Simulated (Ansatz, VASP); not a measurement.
## Ca in VASP and in Ansatz

The input INCAR:

```
PREC = Accurate ; ENCUT = 520
EDIFF = 1E-7 ; ISMEAR = 0
SIGMA = 0.15 ; LREAL = F
LASPH = T ; NELM = 80
ALGO = Fast ; ISIF = 2
LWAVE = F ; LCHARG = F
GGA = PS ; NBANDS = 11
```

Contents of KPOINTS:

```
regular mesh
0
Gamma
  16 16 16
```

POSCAR

```
Ca
1.0
   -2.1504000000      2.1504000000      2.0608000000
    2.1504000000     -2.1504000000      2.0608000000
    2.1504000000      2.1504000000     -2.0608000000
Ca
1
Direct
    0.0000000000      0.0000000000      0.0000000000
```

Input for Ansatz:

```yaml
crystal:
  lattice:
    - [-2.1504, 2.1504, 2.0608]
    - [2.1504, -2.1504, 2.0608]
    - [2.1504, 2.1504, -2.0608]
  atoms:
    - { symbol: Ca, position: [0.0, 0.0, 0.0] }
basis:
  ecutwfc: 420
kpoints:
  mp_grid: { grid: [16, 16, 16] }
hamiltonian:
  xc: pbesol
scf:
  occupations: { method: gaussian, width: 0.15 }
output:
  forces: true
  stress: true
  eigenvalues: true
```

Change from the starting cell: strain -0.040 along x and y, -0.080 along z, atoms carried along.

Alike in both runs: task single point; functional PBEsol; k mesh 16 × 16 × 16; occupations gaussian, width 0.15 eV; no spin polarisation.

|  | VASP | Ansatz |
| --- | --- | --- |
| version | VASP 6.6.1 | Ansatz 0.2.0 |
| potentials or method | VASP PAW PBE potentials, release 64 (Ca_sv), cutoff 520 eV | scalar-relativistic, plane waves, PAW |
| valence electrons in the cell | 10 | 10 |

```tsv
	VASP	Ansatz	Ansatz less VASP
gap on the k mesh at the Fermi level (eV)	none	none	-
pressure (GPa)	1.1	1.1	-0.01
```

VASP's potentials were made for PBE, not for PBEsol. A gap of «none» marks a metal or a gap that the smearing closes. The functional is the same, so the differences come from potentials, cutoffs and numerics.
